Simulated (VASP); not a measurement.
A run of VASP 6.6.1 is set up as follows.

The input INCAR:

```
SYSTEM = LiF
ALGO = Normal ; EDIFF = 1E-6
ENCUT = 520 ; GGA = CA
ISIF = 2 ; ISMEAR = 0
LASPH = .TRUE. ; LCHARG = .TRUE.
LELF = .TRUE. ; LREAL = .FALSE.
LVHAR = .TRUE. ; LWAVE = .FALSE.
NBANDS = 18 ; NELM = 60
PREC = Accurate ; SIGMA = 0.05
```

The input KPOINTS:

```
k-points
0
G
  9 9 6
  0 0 0
```

File POSCAR:

```
LiF
1.0
    3.1154738578      0.0000000000      0.0000000000
   -1.5577369289      2.6980795057      0.0000000000
    0.0000000000      0.0000000000      4.4071493192
Li F
2 2
Direct
    0.3333333333      0.6666666667      0.4214111656
    0.6666666667      0.3333333333      0.9214111656
    0.3333333333      0.6666666667      0.9910195924
    0.6666666667      0.3333333333      0.4910195924
```

Potentials or basis: VASP PAW LDA potentials, release 64 (Li_sv, F).

Run with:

```bash
$ cat potpaw_LDA.64/Li_sv/POTCAR potpaw_LDA.64/F/POTCAR > POTCAR
$ mpirun -np 1 vasp_std > vasp.out
```

Problem. What does it give for the band gap on the k mesh?

Solution. 7.59 eV.

Problem. Estimate the largest force.

Solution. 0.068 eV/Å.

Forces on the atoms (eV/Å):
```
Li   0.000  0.000 -0.068
Li   0.000  0.000 -0.068
F    0.000  0.000  0.068
F    0.000  0.000  0.068
```

Caveat: an odd mesh through Γ misses points on the zone boundary, where band edges can lie.
